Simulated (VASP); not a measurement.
# Ca (Cmmm) in VASP: single point with PBE

Aim: the single point of Ca with PBE.

Program: VASP 6.6.1. These are calculated values, not measurements. Logs are shortened: lines on timing, memory, paths and dates and some standing lists are left out, and cuts for length are marked.

## 1. The cell of the first run

It takes space group Cmmm (No. 65, orthorhombic). The conventional cell has a = 3.746 Å, b = 6.449 Å, c = 3.472 Å, α = 90.00°, β = 90.00°, γ = 90.00°. Within 4.6 Å of Ca (site symmetry mmm) lie 8 Ca at 3.47 to 3.75 Å.

The cell was built from a structure type or drawn by symmetry, and may not be a known phase.

## 2. Single point, PBE

Contents of INCAR:

```
SYSTEM = Ca
PREC     = Accurate       ! precision mode
ENCUT    = 500            ! plane-wave cutoff, eV
EDIFF    = 1E-6           ! SCF threshold, eV
ISMEAR   = 0              ! smearing method
SIGMA    = 0.1            ! smearing width, eV
LREAL    = .False.        ! projectors in reciprocal space
LASPH    = .True.         ! aspherical terms in the spheres
NELM     = 120            ! most SCF steps
ALGO     = Normal         ! electronic algorithm
ISIF     = 2              ! what is computed and relaxed
LWAVE    = .False.        ! write WAVECAR
LCHARG   = .False.        ! write CHGCAR
GGA      = PE             ! functional
NBANDS   = 17             ! bands
GGA_COMPAT= .False.
```

Contents of KPOINTS:

```
Automatic mesh
0
Gamma
  6 6 4
  0 0 0
```

Contents of POSCAR:

```
Ca
1.0
    1.8729697373     -3.2247287101      0.0000000000
    1.8729697373      3.2247287101      0.0000000000
    0.0000000000      0.0000000000      6.9448723591
Ca
2
Direct
    0.0000000000      0.0000000000      0.7500615391
    0.0000000000      0.0000000000      0.2499384609
```

Potentials or basis: VASP PAW PBE potentials, release 64 (Ca_sv).

Launch:

```
$ cat potpaw_PBE.64/Ca_sv/POTCAR > POTCAR
$ mpirun -np 1 vasp_std > vasp.out
```

OUTCAR:

```text
SYSTEM = Ca
   PREC = Accurate
   ENCUT = 500
   EDIFF = 1E-6
   ISMEAR = 0
   LREAL = .False.
   LASPH = .True.
   NELM = 120
   ISIF = 2
   GGA = PE

 ion  position               nearest neighbor table
   1  0.000  0.000  0.750-
   2  0.000  0.000  0.250-

  LATTYP: Found a base centered orthorhombic cell.
 ALAT       =     3.7459394746
 B/A-ratio  =     1.7217196017
 C/A-ratio  =     1.8539734574

  Lattice vectors:

 A1 = (   1.8729697373,  -3.2247287101,   0.0000000000)
 A2 = (   1.8729697373,   3.2247287101,   0.0000000000)
 A3 = (   0.0000000000,   0.0000000000,   6.9448723591)

Analysis of symmetry for initial positions (statically):
=====================================================================
 Subroutine PRICEL returns:
 Original cell was already a primitive cell.

 Routine SETGRP: Setting up the symmetry group for a
 base centered orthorhombic supercell.

 Subroutine GETGRP returns: Found  8 space group operations
 (whereof  8 operations were pure point group operations)
 out of a pool of  8 trial point group operations.

The static configuration has the point symmetry D_2h.

Analysis of symmetry for dynamics (positions and initial velocities):
=====================================================================
 Subroutine PRICEL returns:
 Original cell was already a primitive cell.

 Routine SETGRP: Setting up the symmetry group for a
 base centered orthorhombic supercell.

 Subroutine GETGRP returns: Found  8 space group operations
 (whereof  8 operations were pure point group operations)
 out of a pool of  8 trial point group operations.

The dynamic configuration has the point symmetry D_2h.

 Subroutine INISYM returns: Found  8 space group operations
 (whereof  8 operations are pure point group operations),
 and found     1 'primitive' translations

----------------------------------------------------------------------------------------

                                     Primitive cell

  volume of cell :      83.8915

  direct lattice vectors                    reciprocal lattice vectors
     1.872969737 -3.224728710  0.000000000     0.266955728 -0.155051803  0.000000000
     1.872969737  3.224728710  0.000000000     0.266955728  0.155051803  0.000000000
     0.000000000  0.000000000  6.944872359     0.000000000  0.000000000  0.143991127

  length of vectors
     3.729194402  3.729194402  6.944872359     0.308717383  0.308717383  0.143991127

[... 79 lines left out ...]
   NELM   =    120;   NELMIN=  2; NELMDL= -5     # of ELM steps
   EDIFF  = 0.1E-05   stopping-criterion for ELM
   LREAL  =      F    real-space projection
   EDIFFG = 0.1E-04   stopping-criterion for IOM
   NSW    =      0    number of steps for IOM
   IBRION =     -1    ionic relax: 0-MD 1-quasi-New 2-CG
   NFREE  =      0    steps in history (QN), initial steepest desc. (CG)
   ISIF   =      2    stress and relaxation
   ISYM   =      2    0-nonsym 1-usesym 2-fastsym
   POTIM  = 0.5000    time-step for ionic-motion
   TEBEG  =    0.0;   TEEND  =   0.0 temperature during run
   PSTRESS=    0.0 pullay stress
   NELECT =      20.0000    total number of electrons
   NUPDOWN=      -1.0000    fix difference up-down
   EMIN   =  10.00;   EMAX   =-10.00  energy-range for DOS
   EFERMI =   0.00;   METHOD = LEGACY
   ISMEAR =     0;   SIGMA  =   0.10  broadening in eV -4-tet -1-fermi 0-gaus
   EFERMI_NEDOS =   21; number of points for ismear=-14 and -15
   IALGO  =     38    algorithm
   IMIX   =      4    mixing-type and parameters
     AMIX     =   0.40;   BMIX     =  1.00
     AMIX_MAG =   1.60;   BMIX_MAG =  1.00
  volume/ion in A,a.u.               =      41.95       283.06
  Fermi-wavevector in a.u.,A,eV,Ry     =   1.015108  1.918275 14.020035  1.030444
  Thomas-Fermi vector in A             =   2.148374
   LORBIT       =      0    0 simple, 1 ext, 2 COOP (PROOUT), +10 PAW based schemes
   GGA     = PE    functional components
   LHFCALC =     F    Hartree Fock is set to
   AEXX    =    0.0000 exact exchange contribution
   IVDW    =     0    specifies the selected vdW correction
   LEPSILON=     F    determine dielectric tensor
   LRPA    =     F    only Hartree local field effects (RPA)
 non-spin polarized calculation
 Gauss-broadening in eV      SIGMA  =   0.10
  energy-cutoff  :      500.00
  volume of cell :       83.89
 maximum number of plane-waves:      2140
   NGX = 13   NGY = 13   NGZ = 25

 number of electron      20.0000005 magnetization

 Free energy of the ion-electron system (eV)
  ---------------------------------------------------
  ext. energy  EPLUGINS =         0.00000000
  ---------------------------------------------------
  free energy    TOTEN  =        -3.42924278 eV

  energy without entropy =       -3.42053039  energy(sigma->0) =       -3.42488659

 E-fermi :   1.8818     XC(G=0):  -7.7416

 val. band max:        1.8790655059   @ k =   0.5000   0.1667   0.0000
 cond. band min:       1.8819342492   @ k =   0.3333   0.1667   0.0000
 fundamental gap:      0.0028687433
 Fermi energy:         1.8817560729

 k-point     1 :       0.0000    0.0000    0.0000
  band No.  band energies     occupation
      1     -40.1688      2.00000
      2     -40.1481      2.00000
      3     -21.2761      2.00000
      4     -21.0781      2.00000
      5     -21.0772      2.00000
      6     -21.0578      2.00000
[... 457 lines left out ...]
      4     -21.2157      2.00000
      5     -21.2020      2.00000
      6     -21.1368      2.00000
[... 9 lines left out ...]
     16       4.8391      0.00000
     17       4.9859      0.00000

 [... further k-points ...]

------------------------ aborting loop because EDIFF is reached ----------------------------------------

  FORCE on cell =-STRESS in cart. coord.  units (eV):
  Direction    XX          YY          ZZ          XY          YZ          ZX
  --------------------------------------------------------------------------------------
  -------------------------------------------------------------------------------------
  Total        0.0098615      0.1216525      0.0242108      0.0000000      0.0000000      0.0000000
  in kB        0.1883376      2.3233442      0.4623825      0.0000000      0.0000000      0.0000000
  external PRESSURE =       0.9913548 kB  Pullay stress =       0.0000000 kB

 VOLUME and BASIS-vectors are now :
 -----------------------------------------------------------------------------
  energy-cutoff  :      500.00
  volume of cell :       83.89
      direct lattice vectors                 reciprocal lattice vectors
     1.872969737 -3.224728710  0.000000000     0.266955728 -0.155051803  0.000000000
     1.872969737  3.224728710  0.000000000     0.266955728  0.155051803  0.000000000
     0.000000000  0.000000000  6.944872359     0.000000000  0.000000000  0.143991127

 POSITION                                       TOTAL-FORCE (eV/Angst)
 -----------------------------------------------------------------------------------
      0.00000      0.00000      5.20908        -0.000000      0.000000     -0.002109
      0.00000      0.00000      1.73579         0.000000      0.000000      0.002109
 -----------------------------------------------------------------------------------
    total drift:                               -0.000000      0.000000      0.000000

  FREE ENERGIE OF THE ION-ELECTRON SYSTEM (eV)
  ---------------------------------------------------
  free  energy   TOTEN  =        -3.4292427778 eV

  energy  without entropy=       -3.4205303922  energy(sigma->0) =       -3.42488659
```

OSZICAR:

```text
N       E                     dE             d eps       ncg     rms          rms(c)
DAV:   1     0.165588254691E+03    0.16559E+03   -0.99241E+03  1326   0.103E+03
DAV:   2     0.558658132535E+01   -0.16000E+03   -0.15796E+03  1499   0.310E+02
DAV:   3    -0.316800327717E+01   -0.87546E+01   -0.86928E+01  2553   0.521E+01
DAV:   4    -0.343837135267E+01   -0.27037E+00   -0.26945E+00  1736   0.989E+00
DAV:   5    -0.345084208733E+01   -0.12471E-01   -0.12469E-01  2195   0.135E+00    0.325E+00
DAV:   6    -0.343442501637E+01    0.16417E-01   -0.25106E-02  1701   0.153E+00    0.198E+00
DAV:   7    -0.342992464799E+01    0.45004E-02   -0.36490E-02  1553   0.200E+00    0.151E-01
DAV:   8    -0.342917138594E+01    0.75326E-03   -0.42070E-03  1720   0.516E-01    0.411E-02
DAV:   9    -0.342924213856E+01   -0.70753E-04   -0.38221E-04  2066   0.102E-01    0.121E-02
DAV:  10    -0.342924426751E+01   -0.21289E-05   -0.23193E-05  1670   0.408E-02    0.222E-03
DAV:  11    -0.342924271531E+01    0.15522E-05   -0.13108E-06  1531   0.814E-03    0.128E-03
DAV:  12    -0.342924277784E+01   -0.62528E-07   -0.20630E-07  1296   0.310E-03
   1 F= -.34292428E+01 E0= -.34248866E+01  d E =-.871239E-02
```

Wall time 53 s (1 thread of Intel Xeon 8259CL, shared host); peak memory 0.21 GiB.

Results:

* Free energy: -3.4292 eV
* Pressure: 0.1 GPa
* Band gap on the k mesh: zero (bands 10 and 11 overlap by 0.78 eV)

Forces on the atoms (eV/Å):
```
Ca   0.000  0.000 -0.002
Ca   0.000  0.000  0.002
```

Levels at points of the mesh, in eV from the Fermi level:
| k point | band 8 | band 9 | band 10 | band 11 | band 12 | band 13 |
| --- | --- | --- | --- | --- | --- | --- |
| (0.00, 0.00, 0.00) | -22.93 | -3.90 | -1.22 | -0.46 | 0.99 | 2.32 |
| (0.50, 0.00, 0.00) | -22.91 | -0.92 | -0.15 | -0.14 | 0.78 | 1.17 |
| (0.50, 0.50, 0.00) | -22.91 | -0.90 | -0.15 | -0.12 | 0.78 | 1.17 |
| (0.00, 0.00, 0.50) | -22.95 | -3.04 | -3.04 | 0.99 | 0.99 | 2.51 |
| (0.50, 0.00, 0.50) | -22.99 | -0.16 | -0.16 | -0.13 | -0.13 | 1.92 |
| (0.50, 0.50, 0.50) | -22.99 | -0.14 | -0.14 | -0.12 | -0.11 | 1.94 |
